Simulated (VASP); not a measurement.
Set up this calculation in VASP 6.6.1, as the native input.

| Quantity | Value |
| --- | --- |
| Task | single point |
| Functional | SVWN5 |
| Potentials or basis | VASP PAW PBE potentials, release 64 (Cd, Se) |
| Cutoff | 520 eV |
| k mesh | 7 × 7 × 4 |
| Occupations | fermi-dirac, width 0.05 eV |
| Spin | no spin polarisation |
| Dipole correction | no |
| Further INCAR settings | ALGO = Normal; EDIFF = 1e-06; NBANDS = 26 |

The structure of CdSe (Cadmoselite) lies in POSCAR:

```
CdSe
1.0
    4.3000000000      0.0000000000      0.0000000000
   -2.1500000000      3.7239092363      0.0000000000
    0.0000000000      0.0000000000      7.0200000000
Cd Se
2 2
Direct
    0.6666666667      0.3333333333      0.5000000000
    0.3333333333      0.6666666667      0.0000000000
    0.6666666667      0.3333333333      0.8850000000
    0.3333333333      0.6666666667      0.3850000000
```

These files were run (other wordings do the same):

INCAR

```
PREC = Accurate
ENCUT = 520
EDIFF = 1E-6
ISMEAR = -1
SIGMA = 0.05
LREAL = False
LASPH = True
NELM = 80
ALGO = Normal
ISIF = 2
LWAVE = False
LCHARG = False
GGA = VW
NBANDS = 26
```

KPOINTS

```
Automatic mesh
0
Gamma
  7 7 4
```

Potentials or basis: VASP PAW PBE potentials, release 64 (Cd, Se).

The run is started by

```bash
$ cat potpaw_PBE.64/Cd/POTCAR potpaw_PBE.64/Se/POTCAR > POTCAR
$ mpirun -np 1 vasp_std > vasp.out
```

Results of the run:

* Pressure: -1.5 GPa
* Largest force: 0.264 eV/Å
* Band gap on the k mesh: 0.43 eV, direct

Caveat: the PAW data sets were made with another functional, which shifts forces and pressure a little.

Wall time 21 s on 1 thread of Intel(R) Xeon(R) 6975P-C (Granite Rapids) (shared host), peak memory 0.22 GiB.
